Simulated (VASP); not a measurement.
# ZnSe (F-43m) in VASP: a series of runs, part 3 of 3

VASP 6.6.1.

**5. Single point, PBEsol**

This run uses another cell than the first one, of 22.02 Å³/atom, 1.041 times its volume.

File INCAR:

```
PREC = Accurate
ENCUT = 520
EDIFF = 1E-6
ISMEAR = 0
SIGMA = 0.02
LREAL = F
LASPH = T
NELM = 100
ALGO = Normal
ISIF = 2
LWAVE = F
LCHARG = F
GGA = PS
NBANDS = 16
```

File KPOINTS:

```
regular mesh
0
Gamma
  8 8 8
```

File POSCAR:

```
ZnSe
1.0
    0.0000000000      2.8028350953      2.8028350953
    2.8028350953      0.0000000000      2.8028350953
    2.8028350953      2.8028350953      0.0000000000
Zn Se
1 1
Direct
    0.0000000000      0.0000000000      0.0000000000
    0.7500000000      0.7500000000      0.7500000000
```

Potentials or basis: VASP PAW PBE potentials, release 64 (Zn, Se).

Launch:

```sh
cat potpaw_PBE.64/Zn/POTCAR potpaw_PBE.64/Se/POTCAR > POTCAR
mpirun -np 1 vasp_std > vasp.out
```

OUTCAR:

```text
PREC = Accurate
   ENCUT = 520
   EDIFF = 1E-6
   ISMEAR = 0
   LREAL = F
   LASPH = T
   NELM = 100
   ISIF = 2
   GGA = PS

 ion  position               nearest neighbor table
   1  0.000  0.000  0.000-   2 2.43   2 2.43   2 2.43   2 2.43
   2  0.750  0.750  0.750-   1 2.43   1 2.43   1 2.43   1 2.43

  LATTYP: Found a face centered cubic cell.
 ALAT       =     5.6056701906

  Lattice vectors:

 A1 = (   0.0000000000,   2.8028350953,   2.8028350953)
 A2 = (   2.8028350953,   0.0000000000,   2.8028350953)
 A3 = (   2.8028350953,   2.8028350953,   0.0000000000)

Analysis of symmetry for initial positions (statically):
=====================================================================
 Subroutine PRICEL returns:
 Original cell was already a primitive cell.

 Routine SETGRP: Setting up the symmetry group for a
 face centered cubic supercell.

 Subroutine GETGRP returns: Found 24 space group operations
 (whereof 24 operations were pure point group operations)
 out of a pool of 48 trial point group operations.

[... 156 lines left out ...]
  ---------------------------------------------------
  ext. energy  EPLUGINS =         0.00000000
  ---------------------------------------------------
  free energy    TOTEN  =        -6.76994133 eV

  energy without entropy =       -6.76994133  energy(sigma->0) =       -6.76994133

 E-fermi :   1.9166     XC(G=0):  -9.6770

 val. band max:        1.7760965089   @ k =   0.0000   0.0000   0.0000
 cond. band min:       3.0789268497   @ k =   0.0000   0.0000   0.0000
 fundamental gap:      1.3028303408
 Fermi energy:         1.9166045691

 k-point     1 :       0.0000    0.0000    0.0000
  band No.  band energies     occupation
      1     -11.7284      2.00000
      2      -4.9075      2.00000
      3      -4.9075      2.00000
      4      -4.9075      2.00000
      5      -4.5052      2.00000
      6      -4.5052      2.00000
[... 433 lines left out ...]
      3      -4.7565      2.00000
      4      -4.5448      2.00000
      5      -4.4984      2.00000
      6      -4.2802      2.00000
[... 8 lines left out ...]
     15      14.5154      0.00000
     16      15.3868      0.00000

 [... further k-points ...]
[... 5 lines left out ...]
  --------------------------------------------------------------------------------------
  -------------------------------------------------------------------------------------
  Total        0.3529808      0.3529808      0.3529808      0.0000000      0.0000000     -0.0000000
  in kB       12.8421894     12.8421894     12.8421894      0.0000000      0.0000000     -0.0000000
  external PRESSURE =      12.8421894 kB  Pullay stress =       0.0000000 kB

 VOLUME and BASIS-vectors are now :
 -----------------------------------------------------------------------------
  energy-cutoff  :      520.00
  volume of cell :       44.04
      direct lattice vectors                 reciprocal lattice vectors
     0.000000000  2.802835095  2.802835095    -0.178390802  0.178390802  0.178390802
     2.802835095  0.000000000  2.802835095     0.178390802 -0.178390802  0.178390802
     2.802835095  2.802835095  0.000000000     0.178390802  0.178390802 -0.178390802

 POSITION                                       TOTAL-FORCE (eV/Angst)
 -----------------------------------------------------------------------------------
      0.00000      0.00000      0.00000        -0.000000     -0.000000     -0.000000
      4.20425      4.20425      4.20425         0.000000      0.000000      0.000000
 -----------------------------------------------------------------------------------
    total drift:                               -0.000001     -0.000001     -0.000001

  FREE ENERGIE OF THE ION-ELECTRON SYSTEM (eV)
  ---------------------------------------------------
  free  energy   TOTEN  =        -6.7699413311 eV

  energy  without entropy=       -6.7699413311  energy(sigma->0) =       -6.76994133
```

OSZICAR:

```text
N       E                     dE             d eps       ncg     rms          rms(c)
DAV:   1     0.872011215033E+02    0.87201E+02   -0.87192E+03   928   0.129E+03
DAV:   2    -0.160393352206E+01   -0.88805E+02   -0.83414E+02  1048   0.253E+02
DAV:   3    -0.703242964148E+01   -0.54285E+01   -0.54094E+01  1136   0.614E+01
DAV:   4    -0.707586293889E+01   -0.43433E-01   -0.43430E-01  1112   0.585E+00
DAV:   5    -0.707605598310E+01   -0.19304E-03   -0.19304E-03  1192   0.356E-01    0.497E+00
DAV:   6    -0.679267212483E+01    0.28338E+00   -0.63178E-01  1216   0.276E+01    0.384E+00
DAV:   7    -0.677282946059E+01    0.19843E-01   -0.17018E-01  1072   0.392E+00    0.167E+00
DAV:   8    -0.677011146440E+01    0.27180E-02   -0.40948E-03  1248   0.696E-01    0.437E-01
DAV:   9    -0.676989869990E+01    0.21276E-03   -0.85651E-04  1064   0.312E-01    0.640E-02
DAV:  10    -0.676995172395E+01   -0.53024E-04   -0.21345E-04  1248   0.174E-01    0.216E-02
DAV:  11    -0.676994113950E+01    0.10584E-04   -0.35105E-05  1256   0.797E-02    0.466E-03
DAV:  12    -0.676994133114E+01   -0.19164E-06   -0.54911E-06  1160   0.158E-02
   1 F= -.67699413E+01 E0= -.67699413E+01  d E =-.242706E-25
```

stdout:

```text
POSCAR found type information on POSCAR ZnSe
 POSCAR found :  2 types and       2 ions
 scaLAPACK will be used
 -----------------------------------------------------------------------------
|                                                                             |
|                                                                             |
|     You enforced a specific xc type in the INCAR file but a different       |
|     I HOPE YOU KNOW WHAT YOU ARE DOING!                                     |
|                                                                             |
 -----------------------------------------------------------------------------

 LDA part: xc-table for (Slater+PW92), standard interpolation
 POSCAR, INCAR and KPOINTS ok, starting setup
 FFT: planning ... GRIDC
 FFT: planning ... GRID_SOFT
 FFT: planning ... GRID
 WAVECAR not read
 entering main loop
```

Run time: 35 s. Hardware: 1 thread of Intel Xeon 6975P-C, shared host; peak memory 0.18 GiB.

Results:

```yaml
Free_energy: -6.7699 eV
Pressure: 1.3 GPa
Band_gap_on_the_k_mesh: 1.30 eV, direct
```

Levels at points of the mesh, in eV from the valence-band top:
| k point | band 7 | band 8 | band 9 | band 10 | band 11 | band 12 |
| --- | --- | --- | --- | --- | --- | --- |
| (0.00, 0.00, 0.00) | 0.00 | 0.00 | 0.00 | 1.30 | 5.72 | 5.72 |
| (0.50, 0.00, 0.00) | -5.50 | -0.93 | -0.93 | 2.50 | 6.29 | 6.29 |
| (0.50, 0.50, 0.00) | -4.93 | -2.33 | -2.33 | 2.76 | 3.36 | 10.85 |

Caveat: the PAW data sets were made with another functional, which shifts forces and pressure a little. As with any semilocal functional, this PBEsol gap is likely too small.

**6. Single point, PBEsol**

This run uses another cell than the first one, of 22.02 Å³/atom, 1.041 times its volume.

File INCAR:

```
SYSTEM = ZnSe
ALGO = Normal
EDIFF = 1E-6
ENCUT = 520
GGA = PS
ISIF = 2
ISMEAR = 0
LASPH = .TRUE.
LCHARG = .TRUE.
LELF = .TRUE.
LREAL = .FALSE.
LVHAR = .TRUE.
LWAVE = .FALSE.
NBANDS = 16
NELM = 60
PREC = Accurate
SIGMA = 0.02
```

File KPOINTS:

```
k-points
0
G
  8 8 8
  0 0 0
```

POSCAR is that of step 5.

Potentials or basis: VASP PAW PBE potentials, release 64 (Zn, Se).

Launch:

```sh
cat potpaw_PBE.64/Zn/POTCAR potpaw_PBE.64/Se/POTCAR > POTCAR
mpirun -np 1 vasp_std > vasp.out
```

OUTCAR:

```text
SYSTEM = ZnSe
   EDIFF = 1E-6
   ENCUT = 520
   GGA = PS
   ISIF = 2
   ISMEAR = 0
   LASPH = .TRUE.
   LREAL = .FALSE.
   NELM = 60
   PREC = Accurate

 ion  position               nearest neighbor table
   1  0.000  0.000  0.000-   2 2.43   2 2.43   2 2.43   2 2.43
   2  0.750  0.750  0.750-   1 2.43   1 2.43   1 2.43   1 2.43

  LATTYP: Found a face centered cubic cell.
 ALAT       =     5.6056701906

  Lattice vectors:

 A1 = (   0.0000000000,   2.8028350953,   2.8028350953)
 A2 = (   2.8028350953,   0.0000000000,   2.8028350953)
 A3 = (   2.8028350953,   2.8028350953,   0.0000000000)
[... 625 lines left out ...]
      4      -4.5448      2.00000
      5      -4.4984      2.00000
      6      -4.2802      2.00000
[... 8 lines left out ...]
     15      14.5154      0.00000
     16      15.3868      0.00000

 [... further k-points ...]
[... 5 lines left out ...]
  --------------------------------------------------------------------------------------
  -------------------------------------------------------------------------------------
  Total        0.3529808      0.3529808      0.3529808      0.0000000      0.0000000     -0.0000000
  in kB       12.8421894     12.8421894     12.8421894      0.0000000      0.0000000     -0.0000000
  external PRESSURE =      12.8421894 kB  Pullay stress =       0.0000000 kB

 VOLUME and BASIS-vectors are now :
 -----------------------------------------------------------------------------
  energy-cutoff  :      520.00
  volume of cell :       44.04
      direct lattice vectors                 reciprocal lattice vectors
     0.000000000  2.802835095  2.802835095    -0.178390802  0.178390802  0.178390802
     2.802835095  0.000000000  2.802835095     0.178390802 -0.178390802  0.178390802
     2.802835095  2.802835095  0.000000000     0.178390802  0.178390802 -0.178390802

 POSITION                                       TOTAL-FORCE (eV/Angst)
 -----------------------------------------------------------------------------------
      0.00000      0.00000      0.00000        -0.000000     -0.000000     -0.000000
      4.20425      4.20425      4.20425         0.000000      0.000000      0.000000
 -----------------------------------------------------------------------------------
    total drift:                               -0.000001     -0.000001     -0.000001

  FREE ENERGIE OF THE ION-ELECTRON SYSTEM (eV)
  ---------------------------------------------------
  free  energy   TOTEN  =        -6.7699413311 eV

  energy  without entropy=       -6.7699413311  energy(sigma->0) =       -6.76994133
```

stdout:

```text
POSCAR found type information on POSCAR ZnSe
 POSCAR found :  2 types and       2 ions
 scaLAPACK will be used
 -----------------------------------------------------------------------------
|                                                                             |
|                                                                             |
|     You enforced a specific xc type in the INCAR file but a different       |
|     I HOPE YOU KNOW WHAT YOU ARE DOING!                                     |
|                                                                             |
 -----------------------------------------------------------------------------

 LDA part: xc-table for (Slater+PW92), standard interpolation
 POSCAR, INCAR and KPOINTS ok, starting setup
 FFT: planning ... GRIDC
 FFT: planning ... GRID_SOFT
 FFT: planning ... GRID
 WAVECAR not read
 entering main loop
```

Run time: 37 s. Hardware: 1 thread of Intel Xeon 6975P-C, shared host; peak memory 0.18 GiB.

What came out:

```
Free energy            : -6.7699 eV
Pressure               : 1.3 GPa
Band gap on the k mesh : 1.30 eV, direct
```

Caveat: the PAW data sets were made with another functional, which shifts forces and pressure a little.

**7. Overview**

```tsv
cell	gap on the mesh (eV)	pressure (GPa)
a = 3.912 Å, angles 60.0°, 2 atoms	1.47	4.3
a = 3.983 Å, angles 60.0°, 2 atoms	1.24	0.3
a = 3.964 Å, angles 60.0°, 2 atoms	1.30	1.3
```

Alike in all rows: task single point; level PBEsol; potentials or basis VASP PAW PBE potentials, release 64 (Zn, Se); no spin polarisation; k mesh 8 × 8 × 8; cutoff (eV) 520; smearing gaussian 0.02 eV.

Caveats: the PAW data sets were made with another functional, which shifts forces and pressure a little.

Absolute energies hang on the potentials; compare differences alone.
